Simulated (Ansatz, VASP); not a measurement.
CeO2: VASP beside Ansatz

```
Ce O
1.0
     0.00000    2.70486    2.70486
     2.70486    0.00000    2.70486
     2.70486    2.70486    0.00000
Ce O
1 2
Direct
  0.00000 0.00000 0.00000
  0.25000 0.25000 0.25000
  0.75000 0.75000 0.75000
```

Alike in both runs: task single point; functional PBE-based global hybrid; k mesh 4 × 4 × 4; occupations gaussian, width 0.05 eV; no spin polarisation.

```csv
,VASP,Ansatz
version,VASP 6.6.1,Ansatz 0.2.0
potentials or method,"VASP PAW PBE potentials, release 64 (Ce, O), cutoff 520 eV","scalar-relativistic, plane waves, PAW"
valence electrons in the cell,24,24
```

|  | VASP | Ansatz | Ansatz less VASP |
| --- | --- | --- | --- |
| gap on the k mesh at the Fermi level (eV) | 2.85 | 2.88 | +0.030 |
| least direct gap on the mesh (eV) | 2.99 | 3.02 | +0.032 |
| pressure (GPa) | 2.5 | 2.6 | +0.07 |

VASP's potentials were made for PBE, not for PBE-based global hybrid. Ansatz's warnings: stress exchange threshold loose, stress scf threshold loose.

The k mesh is coarse, so the values compare programs but aren't converged. Spin-orbit coupling is off throughout.
